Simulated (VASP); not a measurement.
# Eu (Im-3m) in VASP: notebook

Eu is run at these levels: r2SCAN; tasks: single point.

Program: VASP 6.6.1. These are calculated values, not measurements. Logs are shortened: lines on timing, memory, paths and dates and some standing lists are left out, and cuts for length are marked.

## (1) The cell of the first run

It takes space group Im-3m (No. 229, cubic). Conventional cell: a = 4.455 Å, b = 4.455 Å, c = 4.455 Å, α = 90.00°, β = 90.00°, γ = 90.00°. Within 5.1 Å of Eu (site symmetry m-3m) lie 14 Eu at 3.86 to 4.45 Å.

## (2) Single point, r2SCAN, collinear spin, ferromagnetic start

File POSCAR:

```
Eu
1.0
   -2.2274745855      2.2274745855      2.2274745855
    2.2274745855     -2.2274745855      2.2274745855
    2.2274745855      2.2274745855     -2.2274745855
Eu
1
Direct
    0.0000000000      0.0000000000      0.0000000000
```

File INCAR.step1:

```
SYSTEM = Eu
PREC = Accurate ; ENCUT = 520
ISMEAR = -1 ; SIGMA = 0.01
LREAL = .FALSE. ; LASPH = .TRUE.
NELM = 150 ; ISPIN = 2
MAGMOM = 7.31 ; LMAXMIX = 6
NBANDS = 18 ; GGA = PE
ALGO = Normal ; EDIFF = 1E-4
LWAVE = .TRUE. ; LCHARG = .FALSE.
```

File INCAR.step2:

```
SYSTEM = Eu
PREC = Accurate ; ENCUT = 520
EDIFF = 1E-6 ; ISMEAR = -1
SIGMA = 0.01 ; LREAL = .FALSE.
LASPH = .TRUE. ; NELM = 150
ALGO = Normal ; ISIF = 2
LWAVE = .FALSE. ; LCHARG = .FALSE.
ISPIN = 2 ; MAGMOM = 7.31
LORBIT = 11 ; LMAXMIX = 6
METAGGA = R2SCAN ; LMIXTAU = .TRUE.
NBANDS = 18 ; ISTART = 1
```

File KPOINTS:

```
regular mesh
0
G
  10 10 10
  0 0 0
```

Potentials or basis: VASP PAW PBE potentials, release 64 (Eu).

Started as:

```console
$ cat potpaw_PBE.64/Eu/POTCAR > POTCAR
$ cp INCAR.step1 INCAR
$ mpirun -np 1 vasp_std > vasp.out
$ cp INCAR.step2 INCAR
$ mpirun -np 1 vasp_std > vasp.out
```

OUTCAR:

```text
SYSTEM = Eu
   PREC = Accurate
   ENCUT = 520
   EDIFF = 1E-6
   ISMEAR = -1
   LREAL = .FALSE.
   LASPH = .TRUE.
   NELM = 150
   ISIF = 2
   ISPIN = 2
   LORBIT = 11
   METAGGA = R2SCAN
   ISTART = 1

 ion  position               nearest neighbor table
   1  0.000  0.000  0.000-

  LATTYP: Found a body centered cubic cell.
 ALAT       =     4.4549491710

  Lattice vectors:

 A1 = (  -2.2274745855,   2.2274745855,   2.2274745855)
 A2 = (   2.2274745855,  -2.2274745855,   2.2274745855)
 A3 = (   2.2274745855,   2.2274745855,  -2.2274745855)

Analysis of symmetry for initial positions (statically):
=====================================================================
 Subroutine PRICEL returns:
 Original cell was already a primitive cell.

 Routine SETGRP: Setting up the symmetry group for a
 body centered cubic supercell.

 Subroutine GETGRP returns: Found 48 space group operations
 (whereof 48 operations were pure point group operations)
 out of a pool of 48 trial point group operations.

The static configuration has the point symmetry O_h .

Analysis of symmetry for dynamics (positions and initial velocities):
=====================================================================
 Subroutine PRICEL returns:
 Original cell was already a primitive cell.

 Routine SETGRP: Setting up the symmetry group for a
 body centered cubic supercell.

 Subroutine GETGRP returns: Found 48 space group operations
 (whereof 48 operations were pure point group operations)
 out of a pool of 48 trial point group operations.

The dynamic configuration has the point symmetry O_h .

Analysis of structural, dynamic, and magnetic symmetry:
=====================================================================
 Subroutine PRICEL returns:
 Original cell was already a primitive cell.

 Routine SETGRP: Setting up the symmetry group for a
 body centered cubic supercell.

 Subroutine GETGRP returns: Found 48 space group operations
 (whereof 48 operations were pure point group operations)
 out of a pool of 48 trial point group operations.

The overall configuration has the point symmetry O_h .

 Subroutine INISYM returns: Found 48 space group operations
 (whereof 48 operations are pure point group operations),
 and found     1 'primitive' translations

----------------------------------------------------------------------------------------

                                     Primitive cell

  volume of cell :      44.2077

  direct lattice vectors                    reciprocal lattice vectors
    -2.227474585  2.227474585  2.227474585     0.000000000  0.224469452  0.224469452
     2.227474585 -2.227474585  2.227474585     0.224469452  0.000000000  0.224469452
     2.227474585  2.227474585 -2.227474585     0.224469452  0.224469452  0.000000000

  length of vectors
     3.858099155  3.858099155  3.858099155     0.317447744  0.317447744  0.317447744

  position of ions in fractional coordinates (direct lattice)
     0.000000000  0.000000000  0.000000000

  ion indices of the primitive-cell ions
   primitive index   ion index
                 1           1

----------------------------------------------------------------------------------------

 KPOINTS: regular mesh

Automatic generation of k-mesh.
 Grid dimensions read from file:
 generate k-points for:   10   10   10

 Generating k-lattice:

  Cartesian coordinates                     Fractional coordinates (reciprocal lattice)
     0.000000000  0.022446945  0.022446945     0.100000000  0.000000000  0.000000000
     0.022446945  0.000000000  0.022446945     0.000000000  0.100000000  0.000000000
     0.022446945  0.022446945  0.000000000     0.000000000  0.000000000  0.100000000

  Length of vectors
     0.031744774  0.031744774  0.031744774

  Shift w.r.t. Gamma in fractional coordinates (k-lattice)
     0.000000000  0.000000000  0.000000000

 Subroutine IBZKPT returns following result:
 ===========================================

 Found     47 irreducible k-points:

 Following reciprocal coordinates:
            Coordinates               Weight
  0.000000  0.000000  0.000000      1.000000
  0.100000  0.000000  0.000000     12.000000
  0.200000  0.000000  0.000000     12.000000
  0.300000  0.000000  0.000000     12.000000
  0.400000  0.000000  0.000000     12.000000
  0.500000  0.000000  0.000000      6.000000
[... 16 lines left out ...]
  0.300000  0.300000  0.100000      8.000000
 -0.300000  0.300000  0.100000     24.000000
 [... further k-points ...]
   k-points           NKPTS =     47   k-points in BZ     NKDIM =     47   number of bands    NBANDS=     18
   number of dos      NEDOS =    301   number of ions     NIONS =      1
   total plane-waves  NPLWV =  27000
   dimension x,y,z NGX =    30 NGY =   30 NGZ =   30
   dimension x,y,z NGXF=    60 NGYF=   60 NGZF=   60
   ions per type =               1
   NGX,Y,Z   is equivalent  to a cutoff of  12.93, 12.93, 12.93 a.u.
   NGXF,Y,Z  is equivalent  to a cutoff of  25.85, 25.85, 25.85 a.u.
 SYSTEM =  Eu
   PREC   = accura    normal or accurate (medium, high low for compatibility)
   ISTART =      1    job   : 0-new  1-cont  2-samecut
   ICHARG =      0    charge: 1-file 2-atom 10-const
   ISPIN  =      2    spin polarized calculation?
   LNONCOLLINEAR =      F non collinear calculations
   LSORBIT =      F    spin-orbit coupling
   LASPH  =      T    aspherical Exc in radial PAW
   ENCUT  =  520.0 eV  38.22 Ry    6.18 a.u.   7.17  7.17  7.17*2*pi/ulx,y,z
   NELM   =    150;   NELMIN=  2; NELMDL=  0     # of ELM steps
   EDIFF  = 0.1E-05   stopping-criterion for ELM
   LREAL  =      F    real-space projection
   EDIFFG = 0.1E-04   stopping-criterion for IOM
   NSW    =      0    number of steps for IOM
   IBRION =     -1    ionic relax: 0-MD 1-quasi-New 2-CG
   NFREE  =      0    steps in history (QN), initial steepest desc. (CG)
   ISIF   =      2    stress and relaxation
   ISYM   =      2    0-nonsym 1-usesym 2-fastsym
   POTIM  = 0.5000    time-step for ionic-motion
   TEBEG  =    0.0;   TEEND  =   0.0 temperature during run
   PSTRESS=    0.0 pullay stress
   NELECT =      17.0000    total number of electrons
   NUPDOWN=      -1.0000    fix difference up-down
   EMIN   =  10.00;   EMAX   =-10.00  energy-range for DOS
   EFERMI =   0.00;   METHOD = LEGACY
   ISMEAR =    -1;   SIGMA  =   0.01  broadening in eV -4-tet -1-fermi 0-gaus
   EFERMI_NEDOS =   21; number of points for ismear=-14 and -15
   IALGO  =     38    algorithm
   IMIX   =      4    mixing-type and parameters
     AMIX     =   0.40;   BMIX     =  1.00
     AMIX_MAG =   1.60;   BMIX_MAG =  1.00
  volume/ion in A,a.u.               =      44.21       298.33
  Fermi-wavevector in a.u.,A,eV,Ry     =   1.190488  2.249696 19.283018  1.417262
  Thomas-Fermi vector in A             =   2.326572
   LORBIT       =     11    0 simple, 1 ext, 2 COOP (PROOUT), +10 PAW based schemes
   METAGGA = R2SCAN    functional components
   LHFCALC =     F    Hartree Fock is set to
   AEXX    =    0.0000 exact exchange contribution
   IVDW    =     0    specifies the selected vdW correction
   LEPSILON=     F    determine dielectric tensor
   LRPA    =     F    only Hartree local field effects (RPA)
 spin polarized calculation
  energy-cutoff  :      520.00
  volume of cell :       44.21
 maximum number of plane-waves:      1205
 NGX is ok and might be reduce to    30
   NGX = 15   NGY = 15   NGZ = 15

 number of electron      16.9999996 magnetization       7.6378854

 Free energy of the ion-electron system (eV)
  ---------------------------------------------------
  ext. energy  EPLUGINS =         0.00000000
  ---------------------------------------------------
  free energy    TOTEN  =       -39.65945824 eV

  energy without entropy =      -39.65871865  energy(sigma->0) =      -39.65908845

 E-fermi :   1.9524     XC(G=0):  -9.0930

 val. band max:        1.9387368472   @ k =   0.3000   0.2000   0.1000
 cond. band min:       1.9587455161   @ k =  -0.4000   0.5000   0.1000
 fundamental gap:      0.0200086688
 Fermi energy:         1.9523932363

 spin component 1

 k-point     1 :       0.0000    0.0000    0.0000
  band No.  band energies     occupation
      1     -41.2356      1.00000
      2     -19.2194      1.00000
      3     -19.2194      1.00000
      4     -19.2194      1.00000
      5      -2.8368      1.00000
      6       1.3243      1.00000
[... 10 lines left out ...]
     17       5.4694      0.00000
     18      11.4274      0.00000

 k-point     2 :       0.1000    0.0000    0.0000
  band No.  band energies     occupation
      1     -41.2328      1.00000
      2     -19.2581      1.00000
      3     -19.2313      1.00000
      4     -19.2197      1.00000
      5      -2.6081      1.00000
      6       1.3220      1.00000
[... 10 lines left out ...]
     17       5.4799      0.00000
     18      11.6298      0.00000

 k-point     3 :       0.2000    0.0000    0.0000
  band No.  band energies     occupation
      1     -41.2254      1.00000
      2     -19.3575      1.00000
      3     -19.2621      1.00000
      4     -19.2204      1.00000
      5      -1.9682      1.00000
      6       1.3159      1.00000
[... 10 lines left out ...]
     17       5.5464      0.00000
     18      11.6857      0.00000

 k-point     4 :       0.3000    0.0000    0.0000
  band No.  band energies     occupation
      1     -41.2163      1.00000
      2     -19.4768      1.00000
      3     -19.2999      1.00000
      4     -19.2213      1.00000
      5      -1.0726      1.00000
      6       1.3045      1.00000
[... 375 lines left out ...]
      4     -19.2499      1.00000
      5      -1.7613      1.00000
      6       1.2958      1.00000
[... 10 lines left out ...]
     17       5.9984      0.00000
     18      11.6301      0.00000

 k-point    23 :       0.3000    0.3000    0.1000
  band No.  band energies     occupation
      1     -41.2040      1.00000
      2     -19.4630      1.00000
      3     -19.4630      1.00000
      4     -19.3013      1.00000
      5       1.1894      1.00000
      6       1.2941      1.00000
[... 10 lines left out ...]
     17       6.7709      0.00000
     18       9.4265      0.00000

 k-point    24 :      -0.3000    0.3000    0.1000
  band No.  band energies     occupation
      1     -41.2140      1.00000
      2     -19.4712      1.00000
      3     -19.3131      1.00000
      4     -19.2494      1.00000
      5      -0.8852      1.00000
      6       1.2763      1.00000
[... 10 lines left out ...]
     17       6.0920      0.00000
     18      10.2769      0.00000

 [... further k-points ...]

 spin component 2

 k-point     1 :       0.0000    0.0000    0.0000
  band No.  band energies     occupation
      1     -37.4843      1.00000
      2     -16.5060      1.00000
      3     -16.5060      1.00000
      4     -16.5060      1.00000
      5      -1.3538      1.00000
      6       5.1578      0.00000
[... 10 lines left out ...]
     17       8.0600      0.00000
     18      13.0714      0.00000

 k-point     2 :       0.1000    0.0000    0.0000
  band No.  band energies     occupation
      1     -37.4805      1.00000
      2     -16.5560      1.00000
      3     -16.5214      1.00000
      4     -16.5061      1.00000
      5      -1.1179      1.00000
      6       4.9355      0.00000
[... 10 lines left out ...]
     17       8.0700      0.00000
     18      13.2526      0.00000

 k-point     3 :       0.2000    0.0000    0.0000
  band No.  band energies     occupation
      1     -37.4704      1.00000
      2     -16.6838      1.00000
      3     -16.5614      1.00000
      4     -16.5064      1.00000
      5      -0.4669      1.00000
      6       4.4170      0.00000
[... 10 lines left out ...]
     17       8.1169      0.00000
     18      13.3420      0.00000

 k-point     4 :       0.3000    0.0000    0.0000
  band No.  band energies     occupation
      1     -37.4578      1.00000
      2     -16.8361      1.00000
      3     -16.6104      1.00000
      4     -16.5071      1.00000
      5       0.4103      1.00000
      6       3.8230      0.00000
[... 375 lines left out ...]
      4     -16.5451      1.00000
      5      -0.2528      1.00000
      6       4.4659      0.00000
[... 10 lines left out ...]
     17       8.1193      0.00000
     18      13.2690      0.00000

 k-point    23 :       0.3000    0.3000    0.1000
  band No.  band energies     occupation
      1     -37.4409      1.00000
      2     -16.8182      1.00000
      3     -16.8182      1.00000
      4     -16.6103      1.00000
      5       2.7813      0.00000
      6       3.1633      0.00000
[... 10 lines left out ...]
     17       9.0458      0.00000
     18      11.2362      0.00000

 k-point    24 :      -0.3000    0.3000    0.1000
  band No.  band energies     occupation
      1     -37.4546      1.00000
      2     -16.8291      1.00000
      3     -16.6276      1.00000
      4     -16.5440      1.00000
      5       0.6090      1.00000
      6       3.7728      0.00000
[... 10 lines left out ...]
     17       8.2796      0.00000
     18      12.0711      0.00000

 [... further k-points ...]
[... 5 lines left out ...]
  --------------------------------------------------------------------------------------
  -------------------------------------------------------------------------------------
  Total       -0.1018465     -0.1018465     -0.1018465      0.0000000      0.0000000      0.0000000
  in kB       -3.6911224     -3.6911224     -3.6911224      0.0000000      0.0000000      0.0000000
  external PRESSURE =      -3.6911224 kB  Pullay stress =       0.0000000 kB

 VOLUME and BASIS-vectors are now :
 -----------------------------------------------------------------------------
  energy-cutoff  :      520.00
  volume of cell :       44.21
      direct lattice vectors                 reciprocal lattice vectors
    -2.227474585  2.227474585  2.227474585     0.000000000  0.224469452  0.224469452
     2.227474585 -2.227474585  2.227474585     0.224469452  0.000000000  0.224469452
     2.227474585  2.227474585 -2.227474585     0.224469452  0.224469452  0.000000000

 POSITION                                       TOTAL-FORCE (eV/Angst)
 -----------------------------------------------------------------------------------
      0.00000      0.00000      0.00000        -0.000000     -0.000000     -0.000000
 -----------------------------------------------------------------------------------
    total drift:                               -0.000000     -0.000000      0.000000

  FREE ENERGIE OF THE ION-ELECTRON SYSTEM (eV)
  ---------------------------------------------------
  free  energy   TOTEN  =       -39.6594582406 eV

  energy  without entropy=      -39.6587186538  energy(sigma->0) =      -39.65908845

 total charge

# of ion       s       p       d       f       tot
--------------------------------------------------
    1        2.083   5.763   0.262   6.678  14.786

 magnetization (x)

# of ion       s       p       d       f       tot
--------------------------------------------------
    1       -0.012  -0.155   0.171   6.677   6.682
```

It took 12 min on 1 thread of Intel Xeon 8259CL, shared host; peak memory 0.24 GiB.

Results:

```
Free energy                                           : -39.6595 eV
Pressure                                              : -0.4 GPa
Net moment                                            : 7.64 μB per cell
Site moments                                          : Eu +6.68 μB
Valence electrons inside the program's atomic spheres : Eu 14.79
```

Caveat: the PAW data sets were made with another functional, which shifts forces and pressure a little; spin-orbit coupling is left out, which moves the levels of the heavy elements; semilocal functionals describe open f shells poorly, which spoils levels, moments and volumes. The state reached can hang on the start; a lower one may exist.

## (3) Single point, r2SCAN, collinear spin, ferromagnetic start

POSCAR is that of step 2.

File INCAR.step1:

```
SYSTEM = Eu
PREC = Accurate
ENCUT = 520
ISMEAR = -1
SIGMA = 0.03
LREAL = .False.
LASPH = .True.
NELM = 150
ISPIN = 2
MAGMOM = 7.31
LMAXMIX = 6
NBANDS = 18
GGA = PE
ALGO = Normal
EDIFF = 1E-4
LWAVE = .True.
LCHARG = .False.
```

File INCAR.step2:

```
SYSTEM = Eu
PREC = Accurate
ENCUT = 520
EDIFF = 1E-6
ISMEAR = -1
SIGMA = 0.03
LREAL = .False.
LASPH = .True.
NELM = 150
ALGO = Normal
ISIF = 2
LWAVE = .False.
LCHARG = .True.
ISPIN = 2
MAGMOM = 7.31
LORBIT = 11
LMAXMIX = 6
METAGGA = R2SCAN
LMIXTAU = .True.
LELF = .True.
LVHAR = .True.
NBANDS = 18
ISTART = 1
```

File KPOINTS:

```
regular mesh
0
Gamma
  10 10 10
  0 0 0
```

Potentials or basis: VASP PAW PBE potentials, release 64 (Eu).

Started as:

```console
$ cat potpaw_PBE.64/Eu/POTCAR > POTCAR
$ cp INCAR.step1 INCAR
$ mpirun -np 1 vasp_std > vasp.out
$ cp INCAR.step2 INCAR
$ mpirun -np 1 vasp_std > vasp.out
```

Run time: 12 min. Hardware: 1 thread of Intel Xeon 8259CL, shared host; peak memory 0.24 GiB.

The run converged. Its results:

```
Free energy                                           : -39.6619 eV
Pressure                                              : -0.4 GPa
Net moment                                            : 7.65 μB per cell
Site moments                                          : Eu +6.68 μB
Valence electrons inside the program's atomic spheres : Eu 14.79
```

Levels at points of the mesh, in eV from the Fermi level:
Spin up:
| k point | band 9 | band 10 | band 11 | band 12 | band 13 | band 14 | band 15 | band 16 |
| --- | --- | --- | --- | --- | --- | --- | --- | --- |
| (0.00, 0.00, 0.00) | -0.53 | -0.53 | -0.53 | -0.51 | 2.00 | 2.00 | 2.00 | 3.51 |
| (0.50, 0.00, 0.00) | -0.52 | -0.52 | -0.50 | -0.48 | 0.36 | 0.53 | 3.50 | 4.18 |
| (0.50, 0.50, 0.50) | -0.64 | -0.64 | -0.43 | -0.43 | -0.43 | 4.87 | 4.87 | 4.87 |
Spin down:
| k point | band 2 | band 3 | band 4 | band 5 | band 6 | band 7 | band 8 | band 9 |
| --- | --- | --- | --- | --- | --- | --- | --- | --- |
| (0.00, 0.00, 0.00) | -18.45 | -18.45 | -18.45 | -3.29 | 3.21 | 3.21 | 3.21 | 5.11 |
| (0.50, 0.00, 0.00) | -18.95 | -18.61 | -18.45 | -0.57 | 1.68 | 1.78 | 5.00 | 5.16 |
| (0.50, 0.50, 0.50) | -18.80 | -18.80 | -18.80 | 0.06 | 0.06 | 4.99 | 4.99 | 4.99 |

Caveat: the PAW data sets were made with another functional, which shifts forces and pressure a little; spin-orbit coupling is left out, which moves the levels of the heavy elements; semilocal functionals describe open f shells poorly, which spoils levels, moments and volumes. The state reached can hang on the start; a lower one may exist.

(Continued in part 2 of 2.)
